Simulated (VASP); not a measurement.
# C (P-1) in VASP: single point with LDA

Aim: the single point of C with LDA.

Program: VASP 6.6.1. These are calculated values, not measurements. Logs are shortened: lines on timing, memory, paths and dates and some standing lists are left out, and cuts for length are marked.

### 1 The cell of the first run

The typed cell holds 2 atoms: a = 2.522 Å, b = 2.522 Å, c = 2.522 Å, α = 60.00°, β = 60.00°, γ = 60.00°.

### 2 Single point, LDA (atom 1 (C) moved by (-0.450, -0.225) A along x and y)

INCAR

```
  PREC = Accurate
  ENCUT = 520
  EDIFF = 1E-7
  ISMEAR = 1
  SIGMA = 0.4
  LREAL = False
  LASPH = True
  NELM = 80
  ALGO = Normal
  ISIF = 2
  LWAVE = False
  LCHARG = True
  GGA = CA
  LELF = True
  LVHAR = True
  NBANDS = 11
```

KPOINTS

```
Automatic mesh
0
Gamma
  12 12 12
```

POSCAR

```
C
1.0
    0.0000000000      1.7834000000      1.7834000000
    1.7834000000      0.0000000000      1.7834000000
    1.7834000000      1.7834000000      0.0000000000
C
2
Direct
    0.5630817540      0.4369182460      0.3107547381
    0.7500000000      0.7500000000      0.7500000000
```

Potentials or basis: VASP PAW LDA potentials, release 64 (C).

Command:

```sh
cat potpaw_LDA.64/C/POTCAR > POTCAR
mpirun -np 1 vasp_std > vasp.out
```

OUTCAR:

```text
PREC = Accurate
   ENCUT = 520
   EDIFF = 1E-7
   ISMEAR = 1
   LREAL = False
   LASPH = True
   NELM = 80
   ISIF = 2
   GGA = CA

 ion  position               nearest neighbor table
   1  0.563  0.437  0.311-   2 1.20   2 1.50   2 1.74   2 1.96
   2  0.750  0.750  0.750-   1 1.20   1 1.50   1 1.74   1 1.96

  LATTYP: Found a face centered cubic cell.
 ALAT       =     3.5668000000

  Lattice vectors:

 A1 = (   0.0000000000,   1.7834000000,   1.7834000000)
 A2 = (   1.7834000000,   0.0000000000,   1.7834000000)
 A3 = (   1.7834000000,   1.7834000000,   0.0000000000)

Analysis of symmetry for initial positions (statically):
=====================================================================
 Subroutine PRICEL returns:
 Original cell was already a primitive cell.

 Routine SETGRP: Setting up the symmetry group for a
 face centered cubic supercell.

 Subroutine GETGRP returns: Found  2 space group operations
 (whereof  1 operations were pure point group operations)
 out of a pool of 48 trial point group operations.

The static configuration has the point symmetry C_1 .
 The point group associated with its full space group is S_2 .

Analysis of symmetry for dynamics (positions and initial velocities):
=====================================================================
 Subroutine PRICEL returns:
 Original cell was already a primitive cell.

 Routine SETGRP: Setting up the symmetry group for a
 face centered cubic supercell.

 Subroutine GETGRP returns: Found  2 space group operations
 (whereof  1 operations were pure point group operations)
 out of a pool of 48 trial point group operations.

The dynamic configuration has the point symmetry C_1 .
 The point group associated with its full space group is S_2 .

 Subroutine INISYM returns: Found  2 space group operations
 (whereof  1 operations are pure point group operations),
 and found     1 'primitive' translations

----------------------------------------------------------------------------------------

                                     Primitive cell

  volume of cell :      11.3443

  direct lattice vectors                    reciprocal lattice vectors
     0.000000000  1.783400000  1.783400000    -0.280363351  0.280363351  0.280363351
     1.783400000  0.000000000  1.783400000     0.280363351 -0.280363351  0.280363351
     1.783400000  1.783400000  0.000000000     0.280363351  0.280363351 -0.280363351

  length of vectors
     2.522108467  2.522108467  2.522108467     0.485603568  0.485603568  0.485603568

  position of ions in fractional coordinates (direct lattice)
     0.563081754  0.436918246  0.310754738
     0.750000000  0.750000000  0.750000000

  ion indices of the primitive-cell ions
   primitive index   ion index
                 1           1
                 2           2

----------------------------------------------------------------------------------------

 KPOINTS: Automatic mesh

Automatic generation of k-mesh.
 Grid dimensions read from file:
 generate k-points for:   12   12   12

 Generating k-lattice:

  Cartesian coordinates                     Fractional coordinates (reciprocal lattice)
    -0.023363613  0.023363613  0.023363613     0.083333333  0.000000000  0.000000000
     0.023363613 -0.023363613  0.023363613     0.000000000  0.083333333  0.000000000
     0.023363613  0.023363613 -0.023363613     0.000000000  0.000000000  0.083333333

  Length of vectors
     0.040466964  0.040466964  0.040466964

  Shift w.r.t. Gamma in fractional coordinates (k-lattice)
     0.000000000  0.000000000  0.000000000

 Subroutine IBZKPT returns following result:
 ===========================================

 Found    868 irreducible k-points:

 Following reciprocal coordinates:
            Coordinates               Weight
  0.000000  0.000000  0.000000      1.000000
  0.083333  0.000000  0.000000      2.000000
  0.000000  0.083333  0.000000      2.000000
  0.000000  0.000000  0.083333      2.000000
  0.083333  0.083333  0.083333      2.000000
  0.166667  0.000000  0.000000      2.000000
[... 16 lines left out ...]
  0.000000  0.500000  0.000000      1.000000
  0.000000  0.000000  0.500000      1.000000
 [... further k-points ...]
   k-points           NKPTS =    868   k-points in BZ     NKDIM =    868   number of bands    NBANDS=     11
   number of dos      NEDOS =    301   number of ions     NIONS =      2
   total plane-waves  NPLWV =   8000
   dimension x,y,z NGX =    20 NGY =   20 NGZ =   20
   dimension x,y,z NGXF=    40 NGYF=   40 NGZF=   40
   ions per type =               2
   NGX,Y,Z   is equivalent  to a cutoff of  13.18, 13.18, 13.18 a.u.
   NGXF,Y,Z  is equivalent  to a cutoff of  26.37, 26.37, 26.37 a.u.
 SYSTEM =  unknown system
   PREC   = accura    normal or accurate (medium, high low for compatibility)
   ISTART =      0    job   : 0-new  1-cont  2-samecut
   ICHARG =      2    charge: 1-file 2-atom 10-const
   ISPIN  =      1    spin polarized calculation?
   LNONCOLLINEAR =      F non collinear calculations
   LSORBIT =      F    spin-orbit coupling
   LASPH  =      T    aspherical Exc in radial PAW
   ENCUT  =  520.0 eV  38.22 Ry    6.18 a.u.   4.69  4.69  4.69*2*pi/ulx,y,z
   NELM   =     80;   NELMIN=  2; NELMDL= -5     # of ELM steps
   EDIFF  = 0.1E-06   stopping-criterion for ELM
   LREAL  =      F    real-space projection
   EDIFFG = 0.1E-05   stopping-criterion for IOM
   NSW    =      0    number of steps for IOM
   IBRION =     -1    ionic relax: 0-MD 1-quasi-New 2-CG
   NFREE  =      0    steps in history (QN), initial steepest desc. (CG)
   ISIF   =      2    stress and relaxation
   ISYM   =      2    0-nonsym 1-usesym 2-fastsym
   POTIM  = 0.5000    time-step for ionic-motion
   TEBEG  =    0.0;   TEEND  =   0.0 temperature during run
   PSTRESS=    0.0 pullay stress
   NELECT =       8.0000    total number of electrons
   NUPDOWN=      -1.0000    fix difference up-down
   EMIN   =  10.00;   EMAX   =-10.00  energy-range for DOS
   EFERMI =   0.00;   METHOD = LEGACY
   ISMEAR =     1;   SIGMA  =   0.40  broadening in eV -4-tet -1-fermi 0-gaus
   EFERMI_NEDOS =   21; number of points for ismear=-14 and -15
   IALGO  =     38    algorithm
   IMIX   =      4    mixing-type and parameters
     AMIX     =   0.40;   BMIX     =  1.00
     AMIX_MAG =   1.60;   BMIX_MAG =  1.00
  volume/ion in A,a.u.               =       5.67        38.28
  Fermi-wavevector in a.u.,A,eV,Ry     =   1.457178  2.753668 28.890189  2.123369
  Thomas-Fermi vector in A             =   2.574010
   LORBIT       =      0    0 simple, 1 ext, 2 COOP (PROOUT), +10 PAW based schemes
   GGA     = CA    functional components
   LHFCALC =     F    Hartree Fock is set to
   AEXX    =    0.0000 exact exchange contribution
   IVDW    =     0    specifies the selected vdW correction
   LEPSILON=     F    determine dielectric tensor
   LRPA    =     F    only Hartree local field effects (RPA)
 non-spin polarized calculation
 Methfessel and Paxton  Order N= 1 SIGMA  =   0.40
  energy-cutoff  :      520.00
  volume of cell :       11.34
 maximum number of plane-waves:       316
   NGX =  9   NGY =  9   NGZ =  9

 number of electron       8.0000000 magnetization

 Free energy of the ion-electron system (eV)
  ---------------------------------------------------
  ext. energy  EPLUGINS =         0.00000000
  ---------------------------------------------------
  free energy    TOTEN  =       -16.57669593 eV

  energy without entropy =      -16.57555003  energy(sigma->0) =      -16.57631397

 E-fermi :  10.6852     XC(G=0): -13.4843

 val. band max:       10.6850527648   @ k =  -0.2500  -0.0833   0.0833
 cond. band min:      10.6880849766   @ k =   0.0833   0.1667  -0.0833
 fundamental gap:      0.0030322119
 Fermi energy:        10.6851511809

 k-point     1 :       0.0000    0.0000    0.0000
  band No.  band energies     occupation
      1     -11.8978      2.00000
      2       3.2159      2.00000
      3       9.9927      2.03443
      4      12.0035     -0.00003
      5      12.2589     -0.00000
      6      17.3022     -0.00000
      7      20.6860      0.00000
      8      24.2894      0.00000
      9      26.8888      0.00000
     10      32.3651      0.00000
     11      35.7431      0.00000

 k-point     2 :       0.0833    0.0000    0.0000
  band No.  band energies     occupation
      1     -11.7110      2.00000
      2       3.0908      2.00000
      3       9.1495      2.00000
      4      10.6932      0.96593
      5      13.6244     -0.00000
      6      17.2742     -0.00000
      7      21.0417      0.00000
      8      24.4983      0.00000
      9      27.1808      0.00000
     10      32.4273      0.00000
     11      34.0801      0.00000

 k-point     3 :       0.0000    0.0833    0.0000
  band No.  band energies     occupation
      1     -11.7147      2.00000
      2       2.9343      2.00000
      3       9.9342      2.02328
      4      11.0926     -0.05389
      5      12.4930     -0.00000
      6      16.9201     -0.00000
      7      21.5171      0.00000
      8      24.6263      0.00000
      9      27.0720      0.00000
     10      32.0408      0.00000
     11      35.0126      0.00000
[... 267 lines left out ...]
 k-point    23 :       0.0000    0.5000    0.0000
  band No.  band energies     occupation
      1      -6.5724      2.00000
      2      -4.2860      2.00000
      3       5.3114      2.00000
      4      11.0758     -0.04504
      5      11.8342     -0.00037
      6      14.6058     -0.00000
      7      24.5914      0.00000
      8      26.3122      0.00000
      9      30.7020      0.00000
     10      30.7319      0.00000
     11      35.2509      0.00000

 k-point    24 :       0.0000    0.0000    0.5000
  band No.  band energies     occupation
      1      -6.4940      2.00000
      2      -4.9018      2.00000
      3       5.8353      2.00000
      4       8.9035      2.00000
      5      14.3762     -0.00000
      6      18.1727     -0.00000
      7      23.2966      0.00000
      8      26.6047      0.00000
      9      27.4719      0.00000
     10      29.3472      0.00000
     11      37.3306      0.00000

 [... further k-points ...]

------------------------ aborting loop because EDIFF is reached ----------------------------------------

  FORCE on cell =-STRESS in cart. coord.  units (eV):
  Direction    XX          YY          ZZ          XY          YZ          ZX
  --------------------------------------------------------------------------------------
  -------------------------------------------------------------------------------------
  Total        4.6907752      5.1103943      5.9621987      4.9975848     -0.9591034     -0.3455290
  in kB      662.4893840    721.7531927    842.0555516    705.8208292   -135.4564574    -48.7998847
  external PRESSURE =     742.0993761 kB  Pullay stress =       0.0000000 kB

 VOLUME and BASIS-vectors are now :
 -----------------------------------------------------------------------------
  energy-cutoff  :      520.00
  volume of cell :       11.34
      direct lattice vectors                 reciprocal lattice vectors
     0.000000000  1.783400000  1.783400000    -0.280363351  0.280363351  0.280363351
     1.783400000  0.000000000  1.783400000     0.280363351 -0.280363351  0.280363351
     1.783400000  1.783400000  0.000000000     0.280363351  0.280363351 -0.280363351

 POSITION                                       TOTAL-FORCE (eV/Angst)
 -----------------------------------------------------------------------------------
      1.33340      1.55840      1.78340         8.880551      7.316013    -11.127639
      2.67510      2.67510      2.67510        -8.880551     -7.316013     11.127639
 -----------------------------------------------------------------------------------
    total drift:                               -0.000002      0.000000     -0.000002

  FREE ENERGIE OF THE ION-ELECTRON SYSTEM (eV)
  ---------------------------------------------------
  free  energy   TOTEN  =       -16.5766959350 eV

  energy  without entropy=      -16.5755500272  energy(sigma->0) =      -16.57631397
```

It took 35 s on 1 thread of Intel Xeon 6975P-C (Granite Rapids), shared host; peak memory 0.18 GiB.

Results:

* Free energy: -16.5767 eV
* Pressure: 74.2 GPa
* Largest force: 16.007 eV/Å
* Band gap on the k mesh: zero (band 4 reaches 12.00 eV, above the bottom of band 5 at 9.14 eV)

Forces on the atoms (eV/Å):
```
C     8.881   7.316 -11.128
C    -8.881  -7.316  11.128
```

Levels at points of the mesh, in eV from the Fermi level:
```tsv
k point	band 2	band 3	band 4	band 5	band 6	band 7
(0.00, 0.00, 0.00)	-7.47	-0.69	1.32	1.57	6.62	10.00
(0.50, 0.00, 0.00)	-13.70	-8.18	-0.46	2.39	6.84	12.66
(0.00, 0.50, 0.00)	-14.97	-5.37	0.39	1.15	3.92	13.91
(0.00, 0.00, 0.50)	-15.59	-4.85	-1.78	3.69	7.49	12.61
(0.50, 0.50, 0.50)	-13.11	-8.13	-0.01	0.77	7.06	11.63
(0.50, 0.50, 0.00)	-13.52	-7.12	-4.47	-1.55	3.03	15.73
(0.00, 0.50, 0.50)	-12.63	-9.58	-6.35	1.60	4.58	14.40
(0.50, 0.00, 0.50)	-13.59	-6.64	-5.93	0.17	1.76	15.89
```

Caveat: the cell differs from its parent crystal (atom 1 (C) moved by (-0.450, -0.225) A along x and y); forces of over 1 eV/Å act on the atoms, so gaps and moduli don't describe the material at rest.
